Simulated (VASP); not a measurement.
Wanted: the native input for a VASP 6.6.1 run.

```
Task                   : single point
Functional             : r2SCAN
Potentials or basis    : VASP PAW PBE potentials, release 64 (B, As)
Cutoff                 : 520 eV
k mesh                 : 13 × 13 × 13
Occupations            : fermi-dirac, width 0.05 eV
Spin                   : no spin polarisation
Dipole correction      : no
Further INCAR settings : ALGO = Normal; EDIFF = 1e-07; NBANDS = 11
```

BAs:

```
CELL_PARAMETERS angstrom
0.00000 2.26255 2.26255
2.26255 0.00000 2.26255
2.26255 2.26255 0.00000
ATOMIC_POSITIONS crystal
B 0.00000 0.00000 0.00000
As 0.25000 0.25000 0.25000
```

One way to write it, as run:

POSCAR

```
BAs
1.0
    0.0000000000      2.2625501845      2.2625501845
    2.2625501845      0.0000000000      2.2625501845
    2.2625501845      2.2625501845      0.0000000000
B As
1 1
Direct
    0.0000000000      0.0000000000      0.0000000000
    0.2500000000      0.2500000000      0.2500000000
```

INCAR.step1

```
SYSTEM = BAs
ALGO = Normal
EDIFF = 1E-4
ENCUT = 520
GGA = PE
ISMEAR = -1
LASPH = .True.
LCHARG = .False.
LREAL = .False.
LWAVE = .True.
NBANDS = 11
NELM = 80
PREC = Accurate
SIGMA = 0.05
```

INCAR.step2

```
SYSTEM = BAs
ALGO = Normal
EDIFF = 1E-7
ENCUT = 520
ISIF = 2
ISMEAR = -1
ISTART = 1
LASPH = .True.
LCHARG = .False.
LMIXTAU = .True.
LREAL = .False.
LWAVE = .False.
METAGGA = R2SCAN
NBANDS = 11
NELM = 80
PREC = Accurate
SIGMA = 0.05
```

KPOINTS

```
k-points
0
Gamma
  13 13 13
  0 0 0
```

Potentials or basis: VASP PAW PBE potentials, release 64 (B, As).

Command:

```console
$ cat potpaw_PBE.64/B/POTCAR potpaw_PBE.64/As/POTCAR > POTCAR
$ cp INCAR.step1 INCAR
$ mpirun -np 1 vasp_std > vasp.out
$ cp INCAR.step2 INCAR
$ mpirun -np 1 vasp_std > vasp.out
```

Results of the run:

```yaml
Pressure: 33.7 GPa
Band_gap_on_the_k_mesh: 1.19 eV, indirect (least direct gap 3.66 eV)
```

Caveat: the PAW data sets were made with another functional, which shifts forces and pressure a little.

Wall time 54 s on 1 thread of AMD EPYC 9R45 96-Core Processor (Zen 5), on a shared host, peak memory 0.13 GiB.
